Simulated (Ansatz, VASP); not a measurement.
# Hf in VASP and in Ansatz

File INCAR:

```
SYSTEM = Hf
ALGO = Normal
EDIFF = 1E-7
ENCUT = 520
GGA = PS
GGA_COMPAT = .FALSE.
ISIF = 2
ISMEAR = 0
LASPH = .TRUE.
LCHARG = .TRUE.
LMAXMIX = 4
LORBIT = 11
LORBMOM = .TRUE.
LREAL = .FALSE.
LSORBIT = .TRUE.
LVHAR = .TRUE.
LWAVE = .FALSE.
MAGMOM = 0 0 0 0 0 0
NBANDS = 32
NELM = 150
PREC = Accurate
SIGMA = 0.005
```

The input KPOINTS:

```
k-points
0
G
  10 10 6
  0 0 0
```

File POSCAR:

```
Hf
1.0
    3.2000007099      0.0000000000      0.0000000000
   -1.6000003549      2.7712819069      0.0000000000
    0.0000000000      0.0000000000      5.0624011231
Hf
2
Direct
    0.3333333333      0.6666666667      0.7500000000
    0.6666666667      0.3333333333      0.2500000000
```

Input for Ansatz:

```yaml
crystal:
  lattice:
    - [3.200000709899, -2.886750944391e-11, 0.0]
    - [-1.600000354925, 2.771281906915, 0.0]
    - [0.0, 0.0, 5.0624011231]
  atoms:
    - { symbol: Hf, position: [0.3333333333333, 0.6666666666667, 0.75] }
    - { symbol: Hf, position: [0.6666666666667, 0.3333333333333, 0.25] }
basis:
  ecutwfc: 420
  ecutrho_ratio: 4
kpoints:
  mp_grid: { grid: [10, 10, 6] }
hamiltonian:
  xc: pbesol
scf:
  occupations: { method: gaussian, width: 0.005 }
output:
  forces: true
  stress: true
magnetization:
  noncollinear: true
  spin_orbit: true
```

Alike in both runs: task single point; functional PBEsol; k mesh 10 × 10 × 6; occupations gaussian, width 0.005 eV; non-collinear spin, spin-orbit coupling.

|  | VASP | Ansatz |
| --- | --- | --- |
| version | VASP 6.6.1 | Ansatz 0.2.0 |
| potentials or method | VASP PAW PBE potentials, release 64 (Hf_pv), cutoff 520 eV | plane waves, PAW |
| valence electrons in the cell | 20 | 52 |

|  | VASP | Ansatz | Ansatz less VASP |
| --- | --- | --- | --- |
| pressure (GPa) | -4.8 | -4.3 | +0.41 |
| traceless stress, the component that is largest in VASP (GPa) | -0.11 | 0.00 | +0.115 |
| net moment per atom (μB) | 0.00 | 0.00 | 0.000 |

VASP's potentials were made for PBE, not for PBEsol. VASP's potentials hold 20 valence electrons a cell and Ansatz's 52, so a difference there can come from the potentials and not from the codes.
